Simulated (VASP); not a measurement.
Wanted: the native input for a VASP 6.6.1 run.

```
Task                   : single point
Functional             : LDA
Potentials or basis    : VASP PAW LDA potentials, release 64 (Be)
Cutoff                 : 520 eV
k mesh                 : 21 × 21 × 21
Occupations            : fermi-dirac, width 0.05 eV
Spin                   : no spin polarisation
Dipole correction      : no
Further INCAR settings : ALGO = Normal; EDIFF = 1e-07; NBANDS = 7
```

The structure of Be lies in POSCAR:

```
Be
1.0
    0.0000000000      1.3659388634      1.3659388634
    1.3659388634      0.0000000000      1.3659388634
    1.3659388634      1.3659388634      0.0000000000
Be
1
Direct
    0.0000000000      0.0000000000      0.0000000000
```

This cell differs from its parent crystal: volume scaled by 0.68.

The input as run:

INCAR

```
PREC     = Accurate       # precision mode
ENCUT    = 520            # plane-wave cutoff, eV
EDIFF    = 1E-7           # SCF threshold, eV
ISMEAR   = -1             # smearing method
SIGMA    = 0.05           # smearing width, eV
LREAL    = False          # projectors in reciprocal space
LASPH    = True           # aspherical terms in the spheres
NELM     = 100            # most SCF steps
ALGO     = Normal         # electronic algorithm
ISIF     = 2              # what is computed and relaxed
LWAVE    = False          # write WAVECAR
LCHARG   = False          # write CHGCAR
GGA      = CA             # functional
NBANDS   = 7              # bands
```

KPOINTS

```
Automatic mesh
0
Gamma
  21 21 21
```

Potentials or basis: VASP PAW LDA potentials, release 64 (Be).

Run with:

```sh
$ cat potpaw_LDA.64/Be/POTCAR > POTCAR
$ mpirun -np 1 vasp_std > vasp.out
```

Results of the run:

```yaml
Pressure: 97.7 GPa
Band_gap_on_the_k_mesh: zero (band 1 reaches 11.74 eV, above the bottom of band 2 at 11.06 eV)
```

Run time: 9.1 s on 1 thread of Intel Xeon 6975P-C, with other jobs on the host, peak memory 0.11 GiB.
